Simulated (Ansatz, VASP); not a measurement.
# Ge in VASP and in Ansatz

```
Ge
1.0
    -2.57449    2.57449    1.32754
     2.57449   -2.57449    1.32754
     2.57449    2.57449   -1.32754
Ge
2
Direct
  0.25000 0.75000 0.50000
  0.50000 0.50000 0.00000
```

Change from the starting cell: strain +0.000 along x and y, -0.050 along z, atoms carried along.

Alike in both runs: task single point; functional PBEsol; k mesh 20 × 20 × 20; occupations gaussian, width 0.15 eV; no spin polarisation.

```csv
,VASP,Ansatz
version,VASP 6.6.1,Ansatz 0.2.0
potentials or method,"VASP PAW PBE potentials, release 64 (Ge_d), cutoff 520 eV","scalar-relativistic, plane waves, PAW"
valence electrons in the cell,28,28
```

```tsv
	VASP	Ansatz	Ansatz less VASP
gap on the k mesh at the Fermi level (eV)	none	none	-
pressure (GPa)	3.9	3.9	+0.02
traceless stress, the component that is largest in VASP (GPa)	4.49	4.47	-0.011
```

VASP's potentials were made for PBE, not for PBEsol. A gap of «none» marks a metal or a gap that the smearing closes.
